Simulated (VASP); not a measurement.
Write the native input for VASP 6.6.1 that does the following.

- Task: single point
- Functional: PBE
- Potentials or basis: VASP PAW PBE potentials, release 64 (Fe)
- Cutoff: 520 eV
- k mesh: 12 × 11 × 6
- Occupations: fermi-dirac, width 0.1 eV
- Spin: collinear spin, ferromagnetic start
- Starting moments: [3.09, 3.13] μB
- Hubbard terms: Fe d U = 4.0 eV
- Dipole correction: no
- Further INCAR settings: ALGO = Normal; EDIFF = 1e-07; NBANDS = 19; ISYM = 0

The structure of Fe lies in POSCAR:

```
Fe
1.0
    1.4357100000     -1.4357100000     -1.4357100000
   -2.8714200000      0.0000000000      0.0000000000
    0.0000000000      2.8714200000     -2.8714200000
Fe
2
Direct
    0.0000000000      0.0000000000      0.0000000000
    0.0000000000      0.5000000000      0.5000000000
```

These files were run (other wordings do the same):

INCAR

```
PREC = Accurate
ENCUT = 520
EDIFF = 1E-7
ISMEAR = -1
SIGMA = 0.1
LREAL = F
LASPH = T
NELM = 150
ALGO = Normal
ISIF = 2
LWAVE = F
LCHARG = F
ISPIN = 2
MAGMOM = 3.09 3.13
LORBIT = 11
LMAXMIX = 4
LDAU = T
LDAUTYPE = 2
LDAUL = 2
LDAUU = 4
LDAUJ = 0
LDAUPRINT = 1
GGA = PE
NBANDS = 19
ISYM = 0
```

KPOINTS

```
Automatic mesh
0
Gamma
  12 11 6
```

Potentials or basis: VASP PAW PBE potentials, release 64 (Fe).

Launch:

```bash
$ cat potpaw_PBE.64/Fe/POTCAR > POTCAR
$ mpirun -np 1 vasp_std > vasp.out
```

Results of the run:

* Pressure: 11.8 GPa
* Net moment: 5.67 μB per cell
* Site moments: Fe +2.94 μB
* Valence electrons inside the program's atomic spheres: Fe 7.22

Caveat: the cell stands under pressure; the U is typed as a test and isn't derived for this compound.

Wall time 17 min on 1 thread of Intel(R) Xeon(R) Platinum 8488C (Sapphire Rapids), on a shared host, peak memory 0.36 GiB.
